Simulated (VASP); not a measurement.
# ZnO (Fm-3m) in VASP: a series of runs, part 2 of 2

VASP 6.6.1.

### 4 Single point, PBE (volume scaled by 1.05)

Contents of INCAR:

```
  ALGO = Normal
  EDIFF = 1E-7
  ENCUT = 520
  GGA = PE
  ISIF = 2
  ISMEAR = -1
  LASPH = True
  LCHARG = False
  LREAL = False
  LWAVE = False
  NBANDS = 16
  NELM = 80
  PREC = Accurate
  SIGMA = 0.03
```

Contents of KPOINTS:

```
k-points
0
Gamma
  10 10 10
```

Contents of POSCAR:

```
ZnO
1.0
    0.0000000000      2.1750882036      2.1750882036
    2.1750882036      0.0000000000      2.1750882036
    2.1750882036      2.1750882036      0.0000000000
Zn O
1 1
Direct
    0.0000000000      0.0000000000      0.0000000000
    0.5000000000      0.5000000000      0.5000000000
```

Potentials or basis: VASP PAW PBE potentials, release 64 (Zn, O).

Command:

```
$ cat potpaw_PBE.64/Zn/POTCAR potpaw_PBE.64/O/POTCAR > POTCAR
$ mpirun -np 1 vasp_std > vasp.out
```

OUTCAR:

```text
EDIFF = 1E-7
   ENCUT = 520
   GGA = PE
   ISIF = 2
   ISMEAR = -1
   LASPH = True
   LREAL = False
   NELM = 80
   PREC = Accurate

 ion  position               nearest neighbor table
   1  0.000  0.000  0.000-   2 2.18   2 2.18   2 2.18   2 2.18   2 2.18   2 2.18
   2  0.500  0.500  0.500-   1 2.18   1 2.18   1 2.18   1 2.18   1 2.18   1 2.18

  LATTYP: Found a face centered cubic cell.
 ALAT       =     4.3501764072

  Lattice vectors:

 A1 = (   0.0000000000,   2.1750882036,   2.1750882036)
 A2 = (   2.1750882036,   0.0000000000,   2.1750882036)
 A3 = (   2.1750882036,   2.1750882036,   0.0000000000)

Analysis of symmetry for initial positions (statically):
=====================================================================
 Subroutine PRICEL returns:
 Original cell was already a primitive cell.

 Routine SETGRP: Setting up the symmetry group for a
 face centered cubic supercell.

 Subroutine GETGRP returns: Found 48 space group operations
 (whereof 48 operations were pure point group operations)
 out of a pool of 48 trial point group operations.

The static configuration has the point symmetry O_h .

Analysis of symmetry for dynamics (positions and initial velocities):
=====================================================================
 Subroutine PRICEL returns:
 Original cell was already a primitive cell.

 Routine SETGRP: Setting up the symmetry group for a
 face centered cubic supercell.

 Subroutine GETGRP returns: Found 48 space group operations
 (whereof 48 operations were pure point group operations)
 out of a pool of 48 trial point group operations.

The dynamic configuration has the point symmetry O_h .

 Subroutine INISYM returns: Found 48 space group operations
 (whereof 48 operations are pure point group operations),
 and found     1 'primitive' translations

----------------------------------------------------------------------------------------

                                     Primitive cell

  volume of cell :      20.5807

  direct lattice vectors                    reciprocal lattice vectors
     0.000000000  2.175088204  2.175088204    -0.229875735  0.229875735  0.229875735
     2.175088204  0.000000000  2.175088204     0.229875735 -0.229875735  0.229875735
     2.175088204  2.175088204  0.000000000     0.229875735  0.229875735 -0.229875735

  length of vectors
     3.076039237  3.076039237  3.076039237     0.398156453  0.398156453  0.398156453

  position of ions in fractional coordinates (direct lattice)
     0.000000000  0.000000000  0.000000000
     0.500000000  0.500000000  0.500000000

  ion indices of the primitive-cell ions
   primitive index   ion index
                 1           1
                 2           2

----------------------------------------------------------------------------------------

 KPOINTS: k-points

Automatic generation of k-mesh.
 Grid dimensions read from file:
 generate k-points for:   10   10   10

 Generating k-lattice:

  Cartesian coordinates                     Fractional coordinates (reciprocal lattice)
    -0.022987574  0.022987574  0.022987574     0.100000000  0.000000000  0.000000000
     0.022987574 -0.022987574  0.022987574     0.000000000  0.100000000  0.000000000
     0.022987574  0.022987574 -0.022987574     0.000000000  0.000000000  0.100000000

  Length of vectors
     0.039815645  0.039815645  0.039815645

  Shift w.r.t. Gamma in fractional coordinates (k-lattice)
     0.000000000  0.000000000  0.000000000

 Subroutine IBZKPT returns following result:
 ===========================================

 Found     47 irreducible k-points:

 Following reciprocal coordinates:
            Coordinates               Weight
  0.000000  0.000000  0.000000      1.000000
  0.100000  0.000000  0.000000      8.000000
  0.200000  0.000000  0.000000      8.000000
  0.300000  0.000000  0.000000      8.000000
  0.400000  0.000000  0.000000      8.000000
  0.500000  0.000000  0.000000      4.000000
[... 16 lines left out ...]
  0.300000  0.300000  0.000000      6.000000
  0.400000  0.300000  0.000000     24.000000
 [... further k-points ...]
   k-points           NKPTS =     47   k-points in BZ     NKDIM =     47   number of bands    NBANDS=     16
   number of dos      NEDOS =    301   number of ions     NIONS =      2
   total plane-waves  NPLWV =  13824
   dimension x,y,z NGX =    24 NGY =   24 NGZ =   24
   dimension x,y,z NGXF=    48 NGYF=   48 NGZF=   48
   ions per type =               1   1
   NGX,Y,Z   is equivalent  to a cutoff of  12.97, 12.97, 12.97 a.u.
   NGXF,Y,Z  is equivalent  to a cutoff of  25.94, 25.94, 25.94 a.u.
 SYSTEM =  unknown system
   PREC   = accura    normal or accurate (medium, high low for compatibility)
   ISTART =      0    job   : 0-new  1-cont  2-samecut
   ICHARG =      2    charge: 1-file 2-atom 10-const
   ISPIN  =      1    spin polarized calculation?
   LNONCOLLINEAR =      F non collinear calculations
   LSORBIT =      F    spin-orbit coupling
   LASPH  =      T    aspherical Exc in radial PAW
   ENCUT  =  520.0 eV  38.22 Ry    6.18 a.u.   5.72  5.72  5.72*2*pi/ulx,y,z
   NELM   =     80;   NELMIN=  2; NELMDL= -5     # of ELM steps
   EDIFF  = 0.1E-06   stopping-criterion for ELM
   LREAL  =      F    real-space projection
   EDIFFG = 0.1E-05   stopping-criterion for IOM
   NSW    =      0    number of steps for IOM
   IBRION =     -1    ionic relax: 0-MD 1-quasi-New 2-CG
   NFREE  =      0    steps in history (QN), initial steepest desc. (CG)
   ISIF   =      2    stress and relaxation
   ISYM   =      2    0-nonsym 1-usesym 2-fastsym
   POTIM  = 0.5000    time-step for ionic-motion
   TEBEG  =    0.0;   TEEND  =   0.0 temperature during run
   PSTRESS=    0.0 pullay stress
   NELECT =      18.0000    total number of electrons
   NUPDOWN=      -1.0000    fix difference up-down
   EMIN   =  10.00;   EMAX   =-10.00  energy-range for DOS
   EFERMI =   0.00;   METHOD = LEGACY
   ISMEAR =    -1;   SIGMA  =   0.03  broadening in eV -4-tet -1-fermi 0-gaus
   EFERMI_NEDOS =   21; number of points for ismear=-14 and -15
   IALGO  =     38    algorithm
   IMIX   =      4    mixing-type and parameters
     AMIX     =   0.40;   BMIX     =  1.00
     AMIX_MAG =   1.60;   BMIX_MAG =  1.00
  volume/ion in A,a.u.               =      10.29        69.44
  Fermi-wavevector in a.u.,A,eV,Ry     =   1.565593  2.958541 33.348976  2.451081
  Thomas-Fermi vector in A             =   2.668046
   LORBIT       =      0    0 simple, 1 ext, 2 COOP (PROOUT), +10 PAW based schemes
   GGA     = PE    functional components
   LHFCALC =     F    Hartree Fock is set to
   AEXX    =    0.0000 exact exchange contribution
   IVDW    =     0    specifies the selected vdW correction
   LEPSILON=     F    determine dielectric tensor
   LRPA    =     F    only Hartree local field effects (RPA)
 non-spin polarized calculation
  energy-cutoff  :      520.00
  volume of cell :       20.58
 maximum number of plane-waves:       568
   NGX = 11   NGY = 11   NGZ = 11

 number of electron      18.0000005 magnetization

 Free energy of the ion-electron system (eV)
  ---------------------------------------------------
  ext. energy  EPLUGINS =         0.00000000
  ---------------------------------------------------
  free energy    TOTEN  =        -8.63186052 eV

  energy without entropy =       -8.63186042  energy(sigma->0) =       -8.63186047

 E-fermi :   2.6150     XC(G=0): -12.0192

 val. band max:        2.2402356109   @ k =   0.5000   0.0000   0.0000
 cond. band min:       2.9016159772   @ k =   0.0000   0.0000   0.0000
 fundamental gap:      0.6613803663
 Fermi energy:         2.6149857008

 k-point     1 :       0.0000    0.0000    0.0000
  band No.  band energies     occupation
      1     -15.9178      2.00000
      2      -2.5415      2.00000
      3      -2.5415      2.00000
      4      -2.5415      2.00000
      5      -2.3475      2.00000
      6      -2.3475      2.00000
[... 8 lines left out ...]
     15      20.9655      0.00000
     16      20.9655      0.00000

 k-point     2 :       0.1000    0.0000    0.0000
  band No.  band energies     occupation
      1     -15.8171      2.00000
      2      -2.6076      2.00000
      3      -2.5515      2.00000
      4      -2.5515      2.00000
      5      -2.4246      2.00000
      6      -2.4246      2.00000
[... 8 lines left out ...]
     15      21.2942      0.00000
     16      21.2942      0.00000
[... 387 lines left out ...]
      5      -2.3771      2.00000
      6      -2.2288      2.00000
[... 8 lines left out ...]
     15      28.7868      0.00000
     16      29.5812      0.00000

 k-point    24 :       0.4000    0.3000    0.0000
  band No.  band energies     occupation
      1     -14.8059      2.00000
      2      -3.6162      2.00000
      3      -2.8894      2.00000
      4      -2.4843      2.00000
      5      -2.3017      2.00000
      6      -2.1377      2.00000
[... 8 lines left out ...]
     15      29.1264      0.00000
     16      29.2067      0.00000

 [... further k-points ...]
[... 5 lines left out ...]
  --------------------------------------------------------------------------------------
  -------------------------------------------------------------------------------------
  Total       -0.1744141     -0.1744141     -0.1744141     -0.0000000      0.0000000     -0.0000000
  in kB      -13.5778687    -13.5778687    -13.5778687     -0.0000000      0.0000000     -0.0000000
  external PRESSURE =     -13.5778687 kB  Pullay stress =       0.0000000 kB

 VOLUME and BASIS-vectors are now :
 -----------------------------------------------------------------------------
  energy-cutoff  :      520.00
  volume of cell :       20.58
      direct lattice vectors                 reciprocal lattice vectors
     0.000000000  2.175088204  2.175088204    -0.229875735  0.229875735  0.229875735
     2.175088204  0.000000000  2.175088204     0.229875735 -0.229875735  0.229875735
     2.175088204  2.175088204  0.000000000     0.229875735  0.229875735 -0.229875735

 POSITION                                       TOTAL-FORCE (eV/Angst)
 -----------------------------------------------------------------------------------
      0.00000      0.00000      0.00000        -0.000000     -0.000000      0.000000
      2.17509      2.17509      2.17509         0.000000      0.000000     -0.000000
 -----------------------------------------------------------------------------------
    total drift:                                0.000000     -0.000000     -0.000000

  FREE ENERGIE OF THE ION-ELECTRON SYSTEM (eV)
  ---------------------------------------------------
  free  energy   TOTEN  =        -8.6318605235 eV

  energy  without entropy=       -8.6318604166  energy(sigma->0) =       -8.63186047
```

stdout:

```text
POSCAR found type information on POSCAR ZnO
 POSCAR found :  2 types and       2 ions
 scaLAPACK will be used
 LDA part: xc-table for (Slater+PW92), standard interpolation
 POSCAR, INCAR and KPOINTS ok, starting setup
 FFT: planning ... GRIDC
 FFT: planning ... GRID_SOFT
 FFT: planning ... GRID
 WAVECAR not read
 entering main loop
```

Run time: 16 s. Hardware: 1 thread of AMD EPYC 7R13 (Zen 3), shared host; peak memory 0.11 GiB.

Results:

```
Free energy            : -8.6319 eV
Pressure               : -1.4 GPa
Band gap on the k mesh : 0.66 eV, indirect (least direct gap 1.85 eV)
```

 A k mesh can miss the band edges.

### 5 Summary

```tsv
cell	gap on the mesh (eV)	pressure (GPa)
a = 3.026 Å, angles 60.0°, 2 atoms	0.88	7.4
a = 3.051 Å, angles 60.0°, 2 atoms	0.77	2.7
a = 3.076 Å, angles 60.0°, 2 atoms	0.66	-1.4
```

Alike in all rows: task single point; level PBE; potentials or basis VASP PAW PBE potentials, release 64 (Zn, O); no spin polarisation; k mesh 10 × 10 × 10; cutoff (eV) 520; smearing fermi-dirac 0.03 eV.

Absolute energies hang on the potentials; compare differences alone.
